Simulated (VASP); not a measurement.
LuH:

```
CELL_PARAMETERS angstrom
0.00000 2.41500 2.41500
2.41500 0.00000 2.41500
2.41500 2.41500 0.00000
ATOMIC_POSITIONS crystal
Lu 0.00000 0.00000 0.00000
H 0.50000 0.50000 0.50000
```

* Program: VASP 6.6.1
* Task: relaxation of cell and atoms
* Functional: PBEsol
* Potentials or basis: VASP PAW PBE potentials, release 64 (Lu, H)
* Cutoff: 600 eV
* k mesh: 6 × 6 × 6
* Occupations: fermi-dirac, width 0.1 eV
* Spin: no spin polarisation

At the start: pressure -5.1 GPa; volume 14.08 Å³/atom.

Problem. How do energy, volume and symmetry change on relaxing?

Solution. Over 3 steps the energy falls by 16.8 meV/atom and the volume is 13.09 Å³/atom (-7.0 %); space group Fm-3m (No. 225, to 0.1 Å) before and after.

Step by step:
```csv
step,energy change (eV),largest force (eV/Å),pressure (GPa),volume (Å³)
1,0.0000,0.0000,-5.13,28.17
2,-0.0333,0.0000,-0.57,26.37
3,-0.0336,0.0000,-0.02,26.19
```

Final structure:
```
CELL_PARAMETERS angstrom
0.00000 2.35699 2.35699
2.35699 0.00000 2.35699
2.35699 2.35699 0.00000
ATOMIC_POSITIONS crystal
Lu 0.00000 0.00000 0.00000
H 0.50000 0.50000 0.50000
```

Caveat: the k points lie up to 0.38 Å⁻¹ apart in the final cell, too coarse for converged energies and pressures of a metal; the PAW data sets were made with another functional, which shifts forces and pressure a little.
